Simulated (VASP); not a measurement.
# Hg (Fd-3m) in VASP: notebook

Runs on Hg. Level: LDA. Tasks: single point.

Program: VASP 6.6.1. These are calculated values, not measurements. Logs are shortened: lines on timing, memory, paths and dates and some standing lists are left out, and cuts for length are marked.

## Step 1: The cell of the first run

Symmetry: Fd-3m, No. 227, cubic system. The conventional cell has a = 5.112 Å, b = 5.112 Å, c = 5.112 Å, α = 90.00°, β = 90.00°, γ = 90.00°. Within 2.9 Å of Hg (site symmetry -43m) lie 4 Hg at 2.21 Å.

## Step 2: Single point, LDA (16.70 Å³/atom)

Contents of INCAR:

```
PREC     = Accurate       # precision mode
ENCUT    = 520            # plane-wave cutoff, eV
EDIFF    = 1E-6           # SCF threshold, eV
ISMEAR   = -1             # smearing method
SIGMA    = 0.1            # smearing width, eV
LREAL    = False          # projectors in reciprocal space
LASPH    = True           # aspherical terms in the spheres
NELM     = 100            # most SCF steps
ALGO     = Normal         # electronic algorithm
ISIF     = 2              # what is computed and relaxed
LWAVE    = False          # write WAVECAR
LCHARG   = False          # write CHGCAR
GGA      = CA             # functional
NBANDS   = 19             # bands
```

Contents of KPOINTS:

```
regular mesh
0
Gamma
  12 12 12
```

Contents of POSCAR:

```
Hg
1.0
    0.0000000000      2.5561210016      2.5561210016
    2.5561210016      0.0000000000      2.5561210016
    2.5561210016      2.5561210016      0.0000000000
Hg
2
Direct
   -0.1250000000     -0.1250000000     -0.1250000000
    0.1250000000      0.1250000000      0.1250000000
```

Potentials or basis: VASP PAW LDA potentials, release 64 (Hg).

Started as:

```
cat potpaw_LDA.64/Hg/POTCAR > POTCAR
mpirun -np 1 vasp_std > vasp.out
```

OUTCAR:

```text
PREC = Accurate
   ENCUT = 520
   EDIFF = 1E-6
   ISMEAR = -1
   LREAL = False
   LASPH = True
   NELM = 100
   ISIF = 2
   GGA = CA

 ion  position               nearest neighbor table
   1  0.875  0.875  0.875-   2 2.21   2 2.21   2 2.21   2 2.21
   2  0.125  0.125  0.125-   1 2.21   1 2.21   1 2.21   1 2.21

  LATTYP: Found a face centered cubic cell.
 ALAT       =     5.1122420032

  Lattice vectors:

 A1 = (   0.0000000000,   2.5561210016,   2.5561210016)
 A2 = (   2.5561210016,   0.0000000000,   2.5561210016)
 A3 = (   2.5561210016,   2.5561210016,   0.0000000000)

Analysis of symmetry for initial positions (statically):
=====================================================================
 Subroutine PRICEL returns:
 Original cell was already a primitive cell.

 Routine SETGRP: Setting up the symmetry group for a
 face centered cubic supercell.

 Subroutine GETGRP returns: Found 48 space group operations
 (whereof 12 operations were pure point group operations)
 out of a pool of 48 trial point group operations.

The static configuration has the point symmetry D_3d.
 The point group associated with its full space group is O_h .

Analysis of symmetry for dynamics (positions and initial velocities):
=====================================================================
 Subroutine PRICEL returns:
 Original cell was already a primitive cell.

 Routine SETGRP: Setting up the symmetry group for a
 face centered cubic supercell.

 Subroutine GETGRP returns: Found 48 space group operations
 (whereof 12 operations were pure point group operations)
 out of a pool of 48 trial point group operations.

The dynamic configuration has the point symmetry D_3d.
 The point group associated with its full space group is O_h .

 Subroutine INISYM returns: Found 48 space group operations
 (whereof 12 operations are pure point group operations),
 and found     1 'primitive' translations

----------------------------------------------------------------------------------------

                                     Primitive cell

  volume of cell :      33.4021

  direct lattice vectors                    reciprocal lattice vectors
     0.000000000  2.556121002  2.556121002    -0.195608893  0.195608893  0.195608893
     2.556121002  0.000000000  2.556121002     0.195608893 -0.195608893  0.195608893
     2.556121002  2.556121002  0.000000000     0.195608893  0.195608893 -0.195608893

  length of vectors
     3.614900988  3.614900988  3.614900988     0.338804541  0.338804541  0.338804541

  position of ions in fractional coordinates (direct lattice)
     0.875000000  0.875000000  0.875000000
     0.125000000  0.125000000  0.125000000

  ion indices of the primitive-cell ions
   primitive index   ion index
                 1           1
                 2           2

----------------------------------------------------------------------------------------

 KPOINTS: regular mesh

Automatic generation of k-mesh.
 Grid dimensions read from file:
 generate k-points for:   12   12   12

 Generating k-lattice:

  Cartesian coordinates                     Fractional coordinates (reciprocal lattice)
    -0.016300741  0.016300741  0.016300741     0.083333333  0.000000000  0.000000000
     0.016300741 -0.016300741  0.016300741     0.000000000  0.083333333  0.000000000
     0.016300741  0.016300741 -0.016300741     0.000000000  0.000000000  0.083333333

  Length of vectors
     0.028233712  0.028233712  0.028233712

  Shift w.r.t. Gamma in fractional coordinates (k-lattice)
     0.000000000  0.000000000  0.000000000

 Subroutine IBZKPT returns following result:
 ===========================================

 Found     72 irreducible k-points:

 Following reciprocal coordinates:
            Coordinates               Weight
  0.000000  0.000000  0.000000      1.000000
  0.083333  0.000000  0.000000      8.000000
  0.166667  0.000000  0.000000      8.000000
  0.250000  0.000000  0.000000      8.000000
  0.333333  0.000000  0.000000      8.000000
  0.416667  0.000000  0.000000      8.000000
[... 16 lines left out ...]
  0.500000  0.166667  0.000000     24.000000
 -0.416667  0.166667  0.000000     24.000000
 [... further k-points ...]
   k-points           NKPTS =     72   k-points in BZ     NKDIM =     72   number of bands    NBANDS=     19
   number of dos      NEDOS =    301   number of ions     NIONS =      2
   total plane-waves  NPLWV =  21952
   dimension x,y,z NGX =    28 NGY =   28 NGZ =   28
   dimension x,y,z NGXF=    56 NGYF=   56 NGZF=   56
   ions per type =               2
   NGX,Y,Z   is equivalent  to a cutoff of  12.88, 12.88, 12.88 a.u.
   NGXF,Y,Z  is equivalent  to a cutoff of  25.75, 25.75, 25.75 a.u.
 SYSTEM =  unknown system
   PREC   = accura    normal or accurate (medium, high low for compatibility)
   ISTART =      0    job   : 0-new  1-cont  2-samecut
   ICHARG =      2    charge: 1-file 2-atom 10-const
   ISPIN  =      1    spin polarized calculation?
   LNONCOLLINEAR =      F non collinear calculations
   LSORBIT =      F    spin-orbit coupling
   LASPH  =      T    aspherical Exc in radial PAW
   ENCUT  =  520.0 eV  38.22 Ry    6.18 a.u.   6.72  6.72  6.72*2*pi/ulx,y,z
   NELM   =    100;   NELMIN=  2; NELMDL= -5     # of ELM steps
   EDIFF  = 0.1E-05   stopping-criterion for ELM
   LREAL  =      F    real-space projection
   EDIFFG = 0.1E-04   stopping-criterion for IOM
   NSW    =      0    number of steps for IOM
   IBRION =     -1    ionic relax: 0-MD 1-quasi-New 2-CG
   NFREE  =      0    steps in history (QN), initial steepest desc. (CG)
   ISIF   =      2    stress and relaxation
   ISYM   =      2    0-nonsym 1-usesym 2-fastsym
   POTIM  = 0.5000    time-step for ionic-motion
   TEBEG  =    0.0;   TEEND  =   0.0 temperature during run
   PSTRESS=    0.0 pullay stress
   NELECT =      24.0000    total number of electrons
   NUPDOWN=      -1.0000    fix difference up-down
   EMIN   =  10.00;   EMAX   =-10.00  energy-range for DOS
   EFERMI =   0.00;   METHOD = LEGACY
   ISMEAR =    -1;   SIGMA  =   0.10  broadening in eV -4-tet -1-fermi 0-gaus
   EFERMI_NEDOS =   21; number of points for ismear=-14 and -15
   IALGO  =     38    algorithm
   IMIX   =      4    mixing-type and parameters
     AMIX     =   0.40;   BMIX     =  1.00
     AMIX_MAG =   1.60;   BMIX_MAG =  1.00
  volume/ion in A,a.u.               =      16.70       112.70
  Fermi-wavevector in a.u.,A,eV,Ry     =   1.466292  2.770890 29.252698  2.150013
  Thomas-Fermi vector in A             =   2.582047
   LORBIT       =      0    0 simple, 1 ext, 2 COOP (PROOUT), +10 PAW based schemes
   GGA     = CA    functional components
   LHFCALC =     F    Hartree Fock is set to
   AEXX    =    0.0000 exact exchange contribution
   IVDW    =     0    specifies the selected vdW correction
   LEPSILON=     F    determine dielectric tensor
   LRPA    =     F    only Hartree local field effects (RPA)
 non-spin polarized calculation
  energy-cutoff  :      520.00
  volume of cell :       33.40
 maximum number of plane-waves:       934
   NGX = 13   NGY = 13   NGZ = 13

 number of electron      24.0000002 magnetization

 Free energy of the ion-electron system (eV)
  ---------------------------------------------------
  ext. energy  EPLUGINS =         0.00000000
  ---------------------------------------------------
  free energy    TOTEN  =         7.05883118 eV

  energy without entropy =        7.08148956  energy(sigma->0) =        7.07016037

 E-fermi :   6.8651     XC(G=0): -12.7660

 val. band max:        6.8612147794   @ k =   0.5000   0.4167   0.0000
 cond. band min:       6.8911484708   @ k =  -0.4167   0.5000   0.0833
 fundamental gap:      0.0299336913
 Fermi energy:         6.8650726046

 k-point     1 :       0.0000    0.0000    0.0000
  band No.  band energies     occupation
      1      -6.7411      2.00000
      2      -5.4011      2.00000
      3      -5.4011      2.00000
      4      -5.1561      2.00000
      5      -5.1561      2.00000
      6      -5.1561      2.00000
[... 11 lines left out ...]
     18      18.1249      0.00000
     19      18.1249      0.00000

 k-point     2 :       0.0833    0.0000    0.0000
  band No.  band energies     occupation
      1      -6.6092      2.00000
      2      -5.5392      2.00000
      3      -5.5392      2.00000
      4      -5.1657      2.00000
      5      -4.9731      2.00000
      6      -4.9731      2.00000
[... 11 lines left out ...]
     18      18.7184      0.00000
     19      18.9528      0.00000

 k-point     3 :       0.1667    0.0000    0.0000
  band No.  band energies     occupation
      1      -6.2471      2.00000
      2      -5.6743      2.00000
      3      -5.6743      2.00000
      4      -5.1849      2.00000
      5      -4.7328      2.00000
      6      -4.7328      2.00000
[... 11 lines left out ...]
     18      18.8505      0.00000
     19      19.0870      0.00000

 k-point     4 :       0.2500    0.0000    0.0000
  band No.  band energies     occupation
      1      -5.7851      2.00000
      2      -5.7153      2.00000
      3      -5.7153      2.00000
      4      -5.1781      2.00000
      5      -4.6006      2.00000
      6      -4.6006      2.00000
[... 11 lines left out ...]
     18      18.7546      0.00000
     19      20.1042      0.00000

 k-point     5 :       0.3333    0.0000    0.0000
  band No.  band energies     occupation
      1      -5.6599      2.00000
      2      -5.6599      2.00000
      3      -5.4847      2.00000
      4      -5.0736      2.00000
      5      -4.6335      2.00000
      6      -4.6335      2.00000
[... 11 lines left out ...]
     18      18.6494      0.00000
     19      21.9625      0.00000
[... 334 lines left out ...]
      2      -5.4464      2.00000
      3      -5.3572      2.00000
      4      -5.0953      2.00000
      5      -4.6810      2.00000
      6      -3.9237      2.00000
[... 11 lines left out ...]
     18      20.7685      0.00000
     19      21.4427      0.00000

 k-point    22 :       0.4167    0.1667    0.0000
  band No.  band energies     occupation
      1      -6.0932      2.00000
      2      -5.4562      2.00000
      3      -5.4192      2.00000
      4      -4.8285      2.00000
      5      -4.5660      2.00000
      6      -4.0051      2.00000
[... 11 lines left out ...]
     18      20.7924      0.00000
     19      21.3207      0.00000

 k-point    23 :       0.5000    0.1667    0.0000
  band No.  band energies     occupation
      1      -6.0587      2.00000
      2      -5.5441      2.00000
      3      -5.3765      2.00000
      4      -4.7170      2.00000
      5      -4.4100      2.00000
      6      -4.2290      2.00000
[... 11 lines left out ...]
     18      20.6736      0.00000
     19      21.6933      0.00000

 k-point    24 :      -0.4167    0.1667    0.0000
  band No.  band energies     occupation
      1      -6.0087      2.00000
      2      -5.7172      2.00000
      3      -5.1993      2.00000
      4      -4.7224      2.00000
      5      -4.5078      2.00000
      6      -4.1950      2.00000
[... 11 lines left out ...]
     18      21.6681      0.00000
     19      22.8917      0.00000

 [... further k-points ...]

------------------------ aborting loop because EDIFF is reached ----------------------------------------

  FORCE on cell =-STRESS in cart. coord.  units (eV):
  Direction    XX          YY          ZZ          XY          YZ          ZX
  --------------------------------------------------------------------------------------
  -------------------------------------------------------------------------------------
  Total       35.6254395     35.6254395     35.6254395     -0.0000000      0.0000000      0.0000000
  in kB     1708.8210750   1708.8210750   1708.8210750     -0.0000000      0.0000000      0.0000000
  external PRESSURE =    1708.8210750 kB  Pullay stress =       0.0000000 kB

 VOLUME and BASIS-vectors are now :
 -----------------------------------------------------------------------------
  energy-cutoff  :      520.00
  volume of cell :       33.40
      direct lattice vectors                 reciprocal lattice vectors
     0.000000000  2.556121002  2.556121002    -0.195608893  0.195608893  0.195608893
     2.556121002  0.000000000  2.556121002     0.195608893 -0.195608893  0.195608893
     2.556121002  2.556121002  0.000000000     0.195608893  0.195608893 -0.195608893

 POSITION                                       TOTAL-FORCE (eV/Angst)
 -----------------------------------------------------------------------------------
      4.47321      4.47321      4.47321         0.000000      0.000000      0.000000
      0.63903      0.63903      0.63903        -0.000000     -0.000000     -0.000000
 -----------------------------------------------------------------------------------
    total drift:                                0.000000     -0.000000     -0.000000

  FREE ENERGIE OF THE ION-ELECTRON SYSTEM (eV)
  ---------------------------------------------------
  free  energy   TOTEN  =         7.0588311828 eV

  energy  without entropy=        7.0814895602  energy(sigma->0) =        7.07016037
```

It took 14 s on 1 thread of Intel Xeon 6975P-C (Granite Rapids), shared host; peak memory 0.16 GiB.

Results:

* Free energy: 7.0588 eV
* Pressure: 170.9 GPa
* Band gap on the k mesh: zero (bands 12 and 13 overlap by 10.81 eV)

Levels at points of the mesh, in eV from the Fermi level:
```tsv
k point	band 10	band 11	band 12	band 13	band 14	band 15
(0.00, 0.00, 0.00)	-6.26	-6.26	9.12	9.24	10.33	10.33
(0.50, 0.00, 0.00)	-6.62	-6.34	-4.45	5.79	5.79	7.63
(0.50, 0.50, 0.00)	-6.28	-3.53	-3.53	0.39	0.39	7.15
```

Caveat: the cell stands under pressure; spin-orbit coupling is left out, which moves the levels of the heavy elements.

## Step 3: Single point, LDA (19.37 Å³/atom)

This run uses another cell than the first one, of 19.37 Å³/atom.

Contents of INCAR:

```
SYSTEM = Hg
ALGO     = Normal         ! electronic algorithm
EDIFF    = 1E-6           ! SCF threshold, eV
ENCUT    = 520            ! plane-wave cutoff, eV
ISIF     = 2              ! what is computed and relaxed
ISMEAR   = -1             ! smearing method
LASPH    = .True.         ! aspherical terms in the spheres
LCHARG   = .False.        ! write CHGCAR
LREAL    = .False.        ! projectors in reciprocal space
LWAVE    = .False.        ! write WAVECAR
NBANDS   = 19             ! bands
NELM     = 80             ! most SCF steps
PREC     = Accurate       ! precision mode
SIGMA    = 0.1            ! smearing width, eV
```

Contents of KPOINTS:

```
k-points
0
Gamma
  12 12 12
  0 0 0
```

Contents of POSCAR:

```
Hg
1.0
    0.0000000000      2.6857612589      2.6857612589
    2.6857612589      0.0000000000      2.6857612589
    2.6857612589      2.6857612589      0.0000000000
Hg
2
Direct
   -0.1250000000     -0.1250000000     -0.1250000000
    0.1250000000      0.1250000000      0.1250000000
```

Potentials or basis: VASP PAW LDA potentials, release 64 (Hg).

Started as:

```
cat potpaw_LDA.64/Hg/POTCAR > POTCAR
mpirun -np 1 vasp_std > vasp.out
```

Wall time 14 s (1 thread of Intel Xeon 6975P-C (Granite Rapids), shared host); peak memory 0.17 GiB.

The run converged. Its results:

```
Free energy            : 2.8783 eV
Pressure               : 88.7 GPa
Band gap on the k mesh : zero (bands 12 and 13 overlap by 9.81 eV)
```

Levels at points of the mesh, in eV from the Fermi level:
| k point | band 8 | band 9 | band 10 | band 11 | band 12 | band 13 | band 14 | band 15 | band 16 | band 17 |
| --- | --- | --- | --- | --- | --- | --- | --- | --- | --- | --- |
| (0.00, 0.00, 0.00) | -7.75 | -7.75 | -6.12 | -6.12 | 8.56 | 8.71 | 9.20 | 9.20 | 9.20 | 10.08 |
| (0.50, 0.00, 0.00) | -7.39 | -6.35 | -6.35 | -5.33 | -4.43 | 5.14 | 5.14 | 7.84 | 9.07 | 10.83 |
| (0.50, 0.50, 0.00) | -8.59 | -6.08 | -6.08 | -3.45 | -3.45 | 0.68 | 0.68 | 6.55 | 6.55 | 19.32 |

Caveat: the cell stands under pressure; spin-orbit coupling is left out, which moves the levels of the heavy elements.

The gap in the log of VASP goes by the Fermi energy; the results here count the filled bands.